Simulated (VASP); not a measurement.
# WC (P-6m2) in VASP: a series of runs, part 2 of 2

VASP 6.6.1. The steps go on from the part before.

### Step 5. Single point, PBEsol (strained)

Contents of INCAR:

```
  PREC = Accurate
  ENCUT = 520
  EDIFF = 1E-6
  ISMEAR = 0
  SIGMA = 0.1
  LREAL = F
  LASPH = T
  NELM = 80
  ALGO = Normal
  ISIF = 2
  LWAVE = F
  LCHARG = T
  GGA = PS
  LELF = T
  LVHAR = T
  NBANDS = 16
```

Contents of KPOINTS:

```
Automatic mesh
0
Gamma
  18 18 14
```

Contents of POSCAR:

```
WC
1.0
    2.7478190404      0.0000000000      0.0000000000
   -1.3739095202      2.3796810940      0.0000000000
    0.0000000000      0.0000000000      2.8498214400
W C
1 1
Direct
    0.0000000000      0.0000000000      0.0000000000
    0.6666666667      0.3333333333      0.5000000000
```

Potentials or basis: VASP PAW PBE potentials, release 64 (W_sv, C).

Command:

```bash
> cat potpaw_PBE.64/W_sv/POTCAR potpaw_PBE.64/C/POTCAR > POTCAR
> mpirun -np 1 vasp_std > vasp.out
```

OUTCAR:

```text
PREC = Accurate
   ENCUT = 520
   EDIFF = 1E-6
   ISMEAR = 0
   LREAL = F
   LASPH = T
   NELM = 80
   ISIF = 2
   GGA = PS

 ion  position               nearest neighbor table
   1  0.000  0.000  0.000-   2 2.13   2 2.13   2 2.13   2 2.13   2 2.13   2 2.13
   2  0.667  0.333  0.500-   1 2.13   1 2.13   1 2.13   1 2.13   1 2.13   1 2.13

  LATTYP: Found a hexagonal cell.
 ALAT       =     2.7478190404
 C/A-ratio  =     1.0371212216

  Lattice vectors:

 A1 = (   2.7478190404,   0.0000000000,   0.0000000000)
 A2 = (  -1.3739095202,   2.3796810940,   0.0000000000)
 A3 = (   0.0000000000,   0.0000000000,   2.8498214400)

Analysis of symmetry for initial positions (statically):
=====================================================================
 Subroutine PRICEL returns:
 Original cell was already a primitive cell.

 Routine SETGRP: Setting up the symmetry group for a
 hexagonal supercell.

 Subroutine GETGRP returns: Found 12 space group operations
 (whereof 12 operations were pure point group operations)
 out of a pool of 24 trial point group operations.

The static configuration has the point symmetry D_3h.

Analysis of symmetry for dynamics (positions and initial velocities):
=====================================================================
 Subroutine PRICEL returns:
 Original cell was already a primitive cell.

 Routine SETGRP: Setting up the symmetry group for a
 hexagonal supercell.

 Subroutine GETGRP returns: Found 12 space group operations
 (whereof 12 operations were pure point group operations)
 out of a pool of 24 trial point group operations.

The dynamic configuration has the point symmetry D_3h.

 Subroutine INISYM returns: Found 12 space group operations
 (whereof 12 operations are pure point group operations),
 and found     1 'primitive' translations

[... 111 lines left out ...]
   IALGO  =     38    algorithm
   IMIX   =      4    mixing-type and parameters
     AMIX     =   0.40;   BMIX     =  1.00
     AMIX_MAG =   1.60;   BMIX_MAG =  1.00
  volume/ion in A,a.u.               =       9.32        62.88
  Fermi-wavevector in a.u.,A,eV,Ry     =   1.618294  3.058133 35.631974  2.618876
  Thomas-Fermi vector in A             =   2.712581
   LORBIT       =      0    0 simple, 1 ext, 2 COOP (PROOUT), +10 PAW based schemes
   GGA     = PS    functional components
   LHFCALC =     F    Hartree Fock is set to
   AEXX    =    0.0000 exact exchange contribution
   IVDW    =     0    specifies the selected vdW correction
   LEPSILON=     F    determine dielectric tensor
   LRPA    =     F    only Hartree local field effects (RPA)
 non-spin polarized calculation
 Gauss-broadening in eV      SIGMA  =   0.10
  energy-cutoff  :      520.00
  volume of cell :       18.63
 maximum number of plane-waves:       515
   NGX = 11   NGY = 11   NGZ = 11

 number of electron      17.9999998 magnetization

 Free energy of the ion-electron system (eV)
  ---------------------------------------------------
  ext. energy  EPLUGINS =         0.00000000
  ---------------------------------------------------
  free energy    TOTEN  =       -23.50762552 eV

  energy without entropy =      -23.50653160  energy(sigma->0) =      -23.50707856

 E-fermi :  12.5697     XC(G=0): -14.5456

 val. band max:       12.5525570012   @ k =   0.1111  -0.0000   0.3571
 cond. band min:      12.6374065805   @ k =   0.4444   0.0556   0.4286
 fundamental gap:      0.0848495793
 Fermi energy:        12.5696822536

 k-point     1 :       0.0000    0.0000    0.0000
  band No.  band energies     occupation
      1     -61.1967      2.00000
      2     -25.3338      2.00000
      3     -24.9083      2.00000
      4     -24.9083      2.00000
      5      -2.7146      2.00000
      6       7.4128      2.00000
[... 433 lines left out ...]
      3     -25.3302      2.00000
      4     -25.1191      2.00000
      5       1.2880      2.00000
      6       5.2559      2.00000
[... 8 lines left out ...]
     15      27.8313      0.00000
     16      32.1836      0.00000

 [... further k-points ...]

------------------------ aborting loop because EDIFF is reached ----------------------------------------

  FORCE on cell =-STRESS in cart. coord.  units (eV):
  Direction    XX          YY          ZZ          XY          YZ          ZX
  --------------------------------------------------------------------------------------
  -------------------------------------------------------------------------------------
  Total        7.6403057      7.6403057      2.1200150      0.0000000      0.0000000      0.0000000
  in kB      656.8962448    656.8962448    182.2741071      0.0000000      0.0000000      0.0000000
  external PRESSURE =     498.6888656 kB  Pullay stress =       0.0000000 kB

 VOLUME and BASIS-vectors are now :
 -----------------------------------------------------------------------------
  energy-cutoff  :      520.00
  volume of cell :       18.63
      direct lattice vectors                 reciprocal lattice vectors
     2.747819040  0.000000000  0.000000000     0.363924984  0.210112187  0.000000000
    -1.373909520  2.379681094  0.000000000     0.000000000  0.420224375  0.000000000
     0.000000000  0.000000000  2.849821440     0.000000000  0.000000000  0.350899178

 POSITION                                       TOTAL-FORCE (eV/Angst)
 -----------------------------------------------------------------------------------
      0.00000      0.00000      0.00000         0.000000     -0.000000      0.000000
      1.37391      0.79323      1.42491        -0.000000      0.000000      0.000000
 -----------------------------------------------------------------------------------
    total drift:                               -0.000000      0.000000      0.000000

  FREE ENERGIE OF THE ION-ELECTRON SYSTEM (eV)
  ---------------------------------------------------
  free  energy   TOTEN  =       -23.5076255157 eV

  energy  without entropy=      -23.5065316049  energy(sigma->0) =      -23.50707856
```

Run time: 78 s. Hardware: 1 thread of Intel Xeon 8259CL, shared host; peak memory 0.2 GiB.

What came out:

| Quantity | Value |
| --- | --- |
| Free energy | -23.5076 eV |
| Pressure | 49.9 GPa |
| Band gap on the k mesh | zero (band 9 reaches 13.07 eV, above the bottom of band 10 at 11.75 eV) |

Levels at points of the mesh, in eV from the Fermi level:
```
           k point  band 6  band 7  band 8  band 9  band 10  band 11  band 12  band 13
(0.00, 0.00, 0.00)   -5.16   -3.37   -3.37   -0.48     3.63     3.63     5.96     5.96
(0.50, 0.00, 0.00)   -7.47   -4.86   -4.21   -0.11     2.39     5.67     6.34     7.09
(0.00, 0.00, 0.50)   -9.49   -1.67   -1.67   -0.82    -0.82     2.86     5.14     5.14
(0.50, 0.00, 0.50)   -7.25   -4.63   -4.43    0.42     5.60     5.60     7.54    10.31
```

Caveat: the cell differs from its parent crystal (strained); the PAW data sets were made with another functional, which shifts forces and pressure a little; spin-orbit coupling is left out, which moves the levels of the heavy elements.

### Step 6. Single point, PBEsol (strained)

Contents of INCAR:

```
SYSTEM = WC
PREC     = Accurate       ! precision mode
ENCUT    = 520            ! plane-wave cutoff, eV
EDIFF    = 1E-6           ! SCF threshold, eV
ISMEAR   = 0              ! smearing method
SIGMA    = 0.1            ! smearing width, eV
LREAL    = .FALSE.        ! projectors in reciprocal space
LASPH    = .TRUE.         ! aspherical terms in the spheres
NELM     = 80             ! most SCF steps
ALGO     = Normal         ! electronic algorithm
ISIF     = 2              ! what is computed and relaxed
LWAVE    = .FALSE.        ! write WAVECAR
LCHARG   = .FALSE.        ! write CHGCAR
GGA      = PS             ! functional
NBANDS   = 16             ! bands
```

Contents of KPOINTS:

```
Automatic mesh
0
G
  18 18 14
  0 0 0
```

Contents of POSCAR:

```
WC
1.0
    2.9538996674      0.0000000000      0.0000000000
   -1.4769498337      2.5581521522      0.0000000000
    0.0000000000      0.0000000000      3.0508218900
W C
1 1
Direct
    0.0000000000      0.0000000000      0.0000000000
    0.6666666667      0.3333333333      0.5000000000
```

Potentials or basis: VASP PAW PBE potentials, release 64 (W_sv, C).

Command:

```bash
> cat potpaw_PBE.64/W_sv/POTCAR potpaw_PBE.64/C/POTCAR > POTCAR
> mpirun -np 1 vasp_std > vasp.out
```

Run time: 94 s. Hardware: 1 thread of Intel Xeon 8259CL, shared host; peak memory 0.23 GiB.

The run converged. Its results:

```yaml
Free_energy: -23.4849 eV
Pressure: -36.9 GPa
Band_gap_on_the_k_mesh: zero (band 9 reaches 9.94 eV, above the bottom of band 10 at 8.96 eV)
```

Stress tensor (GPa, compression positive):
```
-24.36   0.00   0.00
  0.00 -24.36   0.00
  0.00   0.00 -61.86
```

Levels at points of the mesh, in eV from the Fermi level:
```
           k point  band 5  band 6  band 7  band 8  band 9  band 10  band 11  band 12  band 13  band 14
(0.00, 0.00, 0.00)  -13.59   -3.89   -2.54   -2.54   -0.39     2.71     2.71     4.90     4.90     6.09
(0.50, 0.00, 0.00)  -10.37   -6.42   -3.70   -3.13   -0.02     1.86     4.25     4.73     5.99     8.34
(0.00, 0.00, 0.50)  -10.37   -8.11   -1.24   -1.24   -0.51    -0.51     2.32     4.48     4.48     9.21
(0.50, 0.00, 0.50)  -10.50   -5.85   -4.03   -3.40    0.00     4.12     4.15     5.66     8.09     8.66
```

Caveat: the cell differs from its parent crystal (strained); the PAW data sets were made with another functional, which shifts forces and pressure a little; spin-orbit coupling is left out, which moves the levels of the heavy elements.

### Step 7. The runs side by side

| cell | k mesh | smearing | gap on the mesh (eV) | pressure (GPa) |
| --- | --- | --- | --- | --- |
| a = 2.898, b = 2.898, c = 2.828 Å, angles 90.0, 90.0, 120.0°, 2 atoms | 12 × 12 × 12 | gaussian 0.15 eV | none | 1.4 |
| a = 2.898, b = 2.898, c = 8.483 Å, angles 90.0, 90.0, 60.0°, 6 atoms | 23 × 23 × 7 | gaussian 0.15 eV | none | 1.3 |
| a = 2.828, b = 2.898, c = 2.898 Å, angles 120.0, 90.0, 90.0°, 2 atoms | 12 × 12 × 14 | gaussian 0.1 eV | none | 1.4 |
| a = 2.748, b = 2.748, c = 2.850 Å, angles 90.0, 90.0, 120.0°, 2 atoms | 18 × 18 × 14 | gaussian 0.1 eV | none | 49.9 |
| a = 2.954, b = 2.954, c = 3.051 Å, angles 90.0, 90.0, 120.0°, 2 atoms | 18 × 18 × 14 | gaussian 0.1 eV | none | -36.9 |

Alike in all rows: task single point; level PBEsol; potentials or basis VASP PAW PBE potentials, release 64 (W_sv, C); no spin polarisation; cutoff (eV) 520.

Caveats: the PAW data sets were made with another functional, which shifts forces and pressure a little; spin-orbit coupling is left out, which moves the levels of the heavy elements.

Absolute energies hang on the potentials; compare differences alone.
